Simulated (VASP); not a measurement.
# CdS (Greenockite) (P6_3mc) in VASP: a series of runs, part 2 of 2

VASP 6.6.1. Earlier steps stand in the parts before.

### 4 Relaxation of shape and atoms at fixed volume, PBE (volume scaled by 0.88)

The input, INCAR:

```
PREC = Accurate ; ENCUT = 600
EDIFF = 1E-6 ; ISMEAR = 0
SIGMA = 0.02 ; LREAL = False
LASPH = True ; NELM = 100
ALGO = Normal ; ISIF = 4
LWAVE = False ; LCHARG = False
GGA = PE ; IBRION = 2
NSW = 50 ; EDIFFG = -0.01
```

The input, KPOINTS:

```
Automatic mesh
0
Gamma
  9 9 4
```

The input, POSCAR:

```
CdS
1.0
    4.0214971759      0.0000000000      0.0000000000
   -2.0107485880      3.4827187156      0.0000000000
    0.0000000000      0.0000000000      6.5439692030
Cd S
2 2
Direct
    0.3333333333      0.6666666667     -0.0007922000
    0.6666666667      0.3333333333      0.4992078000
    0.3333333333      0.6666666667      0.3757922000
    0.6666666667      0.3333333333      0.8757922000
```

Potentials or basis: VASP PAW PBE potentials, release 64 (Cd, S).

Command:

```console
$ cat potpaw_PBE.64/Cd/POTCAR potpaw_PBE.64/S/POTCAR > POTCAR
$ mpirun -np 1 vasp_std > vasp.out
```

OUTCAR:

```text
PREC = Accurate
   ENCUT = 600
   EDIFF = 1E-6
   ISMEAR = 0
   LREAL = False
   LASPH = True
   NELM = 100
   ISIF = 4
   GGA = PE
   IBRION = 2
   NSW = 50
   EDIFFG = -0.01

 ion  position               nearest neighbor table
   1  0.333  0.667  0.999-   4 2.46   4 2.46   4 2.46   3 2.46
   2  0.667  0.333  0.499-   3 2.46   3 2.46   3 2.46   4 2.46
   3  0.333  0.667  0.376-   2 2.46   2 2.46   2 2.46   1 2.46
   4  0.667  0.333  0.876-   1 2.46   1 2.46   1 2.46   2 2.46

  LATTYP: Found a hexagonal cell.
 ALAT       =     4.0214971759
 C/A-ratio  =     1.6272469970

  Lattice vectors:

 A1 = (   4.0214971759,   0.0000000000,   0.0000000000)
 A2 = (  -2.0107485880,   3.4827187156,   0.0000000000)
 A3 = (   0.0000000000,   0.0000000000,   6.5439692030)

Analysis of symmetry for initial positions (statically):
=====================================================================
 Subroutine PRICEL returns:
 Original cell was already a primitive cell.

 Routine SETGRP: Setting up the symmetry group for a
 hexagonal supercell.

 Subroutine GETGRP returns: Found 12 space group operations
 (whereof  6 operations were pure point group operations)
 out of a pool of 24 trial point group operations.

The static configuration has the point symmetry C_3v.
 The point group associated with its full space group is C_6v.

Analysis of symmetry for dynamics (positions and initial velocities):
=====================================================================
 Subroutine PRICEL returns:
 Original cell was already a primitive cell.

 Routine SETGRP: Setting up the symmetry group for a
 hexagonal supercell.

 Subroutine GETGRP returns: Found 12 space group operations
 (whereof  6 operations were pure point group operations)
 out of a pool of 24 trial point group operations.

The dynamic configuration has the point symmetry C_3v.
 The point group associated with its full space group is C_6v.

 Subroutine INISYM returns: Found 12 space group operations
 (whereof  6 operations are pure point group operations),
 and found     1 'primitive' translations

----------------------------------------------------------------------------------------

                                     Primitive cell

  volume of cell :      91.6532

  direct lattice vectors                    reciprocal lattice vectors
     4.021497176  0.000000000  0.000000000     0.248663609  0.143566001  0.000000000
    -2.010748588  3.482718716  0.000000000     0.000000000  0.287132003  0.000000000
     0.000000000  0.000000000  6.543969203     0.000000000  0.000000000  0.152812455

  length of vectors
     4.021497176  4.021497176  6.543969203     0.287132003  0.287132003  0.152812455

  position of ions in fractional coordinates (direct lattice)
     0.333333333  0.666666667  0.999207800
     0.666666667  0.333333333  0.499207800
     0.333333333  0.666666667  0.375792200
     0.666666667  0.333333333  0.875792200

  ion indices of the primitive-cell ions
[... 105 lines left out ...]
   IVDW    =     0    specifies the selected vdW correction
   LEPSILON=     F    determine dielectric tensor
   LRPA    =     F    only Hartree local field effects (RPA)
 conjugate gradient relaxation of ions
 non-spin polarized calculation
 Gauss-broadening in eV      SIGMA  =   0.02
  energy-cutoff  :      600.00
  volume of cell :       91.65
 maximum number of plane-waves:      3090
   NGX = 17   NGY = 17   NGZ = 27

--------------------------------------- Ionic step        1  -------------------------------------------

 number of electron      35.9999999 magnetization

 Free energy of the ion-electron system (eV)
  ---------------------------------------------------
  ext. energy  EPLUGINS =         0.00000000
  ---------------------------------------------------
  free energy    TOTEN  =       -11.95155103 eV

  energy without entropy =      -11.95155103  energy(sigma->0) =      -11.95155103

------------------------ aborting loop because EDIFF is reached ----------------------------------------

  FORCE on cell =-STRESS in cart. coord.  units (eV):
  Direction    XX          YY          ZZ          XY          YZ          ZX
  --------------------------------------------------------------------------------------
  -------------------------------------------------------------------------------------
  Total        5.4872090      5.4872090      5.4815254     -0.0000000      0.0000000      0.0000000
  in kB       95.9212154     95.9212154     95.8218607     -0.0000000      0.0000000      0.0000000
  external PRESSURE =      95.8880972 kB  Pullay stress =       0.0000000 kB

 VOLUME and BASIS-vectors are now :
 -----------------------------------------------------------------------------
  energy-cutoff  :      600.00
  volume of cell :       91.65
      direct lattice vectors                 reciprocal lattice vectors
     4.021497176  0.000000000  0.000000000     0.248663609  0.143566001  0.000000000
    -2.010748588  3.482718716  0.000000000     0.000000000  0.287132003  0.000000000
     0.000000000  0.000000000  6.543969203     0.000000000  0.000000000  0.152812455

 POSITION                                       TOTAL-FORCE (eV/Angst)
 -----------------------------------------------------------------------------------
     -0.00000      2.32181      6.53879         0.000000      0.000000      0.012387
      2.01075      1.16091      3.26680         0.000000     -0.000000      0.012387
     -0.00000      2.32181      2.45917        -0.000000     -0.000000     -0.012387
      2.01075      1.16091      5.73116         0.000000      0.000000     -0.012387
 -----------------------------------------------------------------------------------
    total drift:                               -0.000000      0.000000     -0.000672

  FREE ENERGIE OF THE ION-ELECTRON SYSTEM (eV)
  ---------------------------------------------------
  free  energy   TOTEN  =       -11.9515510327 eV

  energy  without entropy=      -11.9515510327  energy(sigma->0) =      -11.95155103

--------------------------------------- Ionic step        2  -------------------------------------------

 number of electron      35.9999999 magnetization

 Free energy of the ion-electron system (eV)
  ---------------------------------------------------
  ext. energy  EPLUGINS =         0.00000000
  ---------------------------------------------------
  free energy    TOTEN  =       -11.95156815 eV

  energy without entropy =      -11.95156815  energy(sigma->0) =      -11.95156815

 E-fermi :   2.1344     XC(G=0):  -9.5220

 val. band max:        2.0329554642   @ k =   0.0000   0.0000   0.0000
 cond. band min:       3.4442871708   @ k =   0.0000   0.0000   0.0000
 fundamental gap:      1.4113317065
 Fermi energy:         2.1343771213

 k-point     1 :       0.0000    0.0000    0.0000
  band No.  band energies     occupation
      1     -10.8667      2.00000
      2     -10.3545      2.00000
      3      -6.0044      2.00000
      4      -5.9948      2.00000
      5      -5.9948      2.00000
      6      -5.8909      2.00000
[... 589 lines left out ...]
     21       7.0616      0.00000
     22       8.9592      0.00000

 [... further k-points ...]
[... 5 lines left out ...]
  --------------------------------------------------------------------------------------
  -------------------------------------------------------------------------------------
  Total        5.4741856      5.4741856      5.5052222     -0.0000000      0.0000000      0.0000000
  in kB       95.6935549     95.6935549     96.2361015     -0.0000000      0.0000000      0.0000000
  external PRESSURE =      95.8744038 kB  Pullay stress =       0.0000000 kB

 VOLUME and BASIS-vectors are now :
 -----------------------------------------------------------------------------
  energy-cutoff  :      600.00
  volume of cell :       91.65
      direct lattice vectors                 reciprocal lattice vectors
     4.021589067 -0.000000000  0.000000000     0.248657927  0.143562721  0.000000000
    -2.010794533  3.482798296  0.000000000     0.000000000  0.287125442  0.000000000
     0.000000000  0.000000000  6.543670155     0.000000000  0.000000000  0.152819439

 POSITION                                       TOTAL-FORCE (eV/Angst)
 -----------------------------------------------------------------------------------
     -0.00000      2.32187      6.53908         0.000000      0.000000      0.002979
      2.01079      1.16093      3.26725        -0.000000      0.000000      0.002979
     -0.00000      2.32187      2.45846        -0.000000      0.000000     -0.002979
      2.01079      1.16093      5.73030         0.000000     -0.000000     -0.002979
 -----------------------------------------------------------------------------------
    total drift:                               -0.000000      0.000000     -0.002480

  FREE ENERGIE OF THE ION-ELECTRON SYSTEM (eV)
  ---------------------------------------------------
  free  energy   TOTEN  =       -11.9515681478 eV

  energy  without entropy=      -11.9515681478  energy(sigma->0) =      -11.95156815

 reached required accuracy - stopping structural energy minimisation
```

OSZICAR:

```text
N       E                     dE             d eps       ncg     rms          rms(c)
DAV:   1     0.278913764790E+03    0.27891E+03   -0.19524E+04  1584   0.170E+03
DAV:   2     0.253878703515E+01   -0.27637E+03   -0.26932E+03  1740   0.389E+02
DAV:   3    -0.128516001010E+02   -0.15390E+02   -0.15343E+02  1902   0.916E+01
[... 11 lines left out ...]
DAV:  15    -0.119515510327E+02    0.33176E-06   -0.66509E-07  1074   0.848E-03
   1 F= -.11951551E+02 E0= -.11951551E+02  d E =-.119516E+02
       N       E                     dE             d eps       ncg     rms          rms(c)
DAV:   1    -0.119515591005E+02   -0.77361E-05   -0.82485E-03  1590   0.597E-01    0.337E-02
DAV:   2    -0.119515685224E+02   -0.94219E-05   -0.11064E-04  1910   0.733E-02    0.120E-02
DAV:   3    -0.119515681478E+02    0.37460E-06   -0.11872E-06  1230   0.869E-03
   2 F= -.11951568E+02 E0= -.11951568E+02  d E =-.171151E-04
```

CONTCAR:

```text
CdS
   1.00000000000000
     4.0215890668748573   -0.0000000000038208    0.0000000000000000
    -2.0107945334907380    3.4827982955235890    0.0000000000000000
     0.0000000000000000    0.0000000000000000    6.5436701546183436
  Cd              S
     2     2
Direct
     0.3333333332999970    0.6666666667000030    0.9992991178087639
     0.6666666667000030    0.3333333332999970    0.4992991178087639
     0.3333333332999970    0.6666666667000030    0.3757008821912361
     0.6666666667000030    0.3333333332999970    0.8757008821912361

  0.00000000E+00  0.00000000E+00  0.00000000E+00
  0.00000000E+00  0.00000000E+00  0.00000000E+00
  0.00000000E+00  0.00000000E+00  0.00000000E+00
  0.00000000E+00  0.00000000E+00  0.00000000E+00
```

It took 44 s on 1 thread of Intel Xeon 6975P-C (Granite Rapids), shared host; peak memory 0.27 GiB.

Results:

```
Free energy               : -11.9516 eV
Energy gained by relaxing : 0.0 meV/atom
Ionic steps               : 2
Pressure after relaxing   : 9.6 GPa
Band gap on the k mesh    : 1.41 eV, direct
```

Forces on the atoms (eV/Å):
```
Cd   0.000  0.000  0.003
Cd   0.000  0.000  0.003
S    0.000  0.000 -0.003
S    0.000  0.000 -0.003
```

Final structure:
```xyz
4
Lattice="4.0216 0.0000 0.0000 -2.0108 3.4828 0.0000 0.0000 0.0000 6.5437" Properties=species:S:1:pos:R:3 pbc="T T T"
Cd    0.0000    2.3219    6.5391
Cd    2.0108    1.1609    3.2672
S     0.0000    2.3219    2.4585
S     2.0108    1.1609    5.7303
```

Levels at points of the mesh, in eV from the valence-band top:
| k point | band 16 | band 17 | band 18 | band 19 | band 20 | band 21 |
| --- | --- | --- | --- | --- | --- | --- |
| (0.00, 0.00, 0.00) | -0.06 | 0.00 | 0.00 | 1.41 | 2.90 | 6.45 |
| (0.00, 0.00, 0.50) | -0.46 | -0.46 | -0.46 | 3.03 | 3.03 | 6.28 |

### 5 Summary

| task | cell | cutoff (eV) | gap on the mesh (eV) | pressure (GPa) |
| --- | --- | --- | --- | --- |
| single point | a = 4.279, b = 4.279, c = 6.963 Å, angles 90.0, 90.0, 120.0°, 4 atoms | 520 | 0.97 | -2.5 |
| single point | a = 4.332, b = 4.332, c = 7.049 Å, angles 90.0, 90.0, 120.0°, 4 atoms | 520 | 0.88 | -3.9 |
| relaxation of shape and atoms at fixed volume | relaxed from a = 4.021, b = 4.021, c = 6.544 Å, angles 90.0, 90.0, 120.0°, 4 atoms | 600 | 1.41 | 9.6 |

Alike in all rows: level PBE; potentials or basis VASP PAW PBE potentials, release 64 (Cd, S); no spin polarisation; k mesh 9 × 9 × 4; smearing gaussian 0.02 eV.

Total energies depend on the potentials used, so only differences within one code and one set of settings carry meaning.
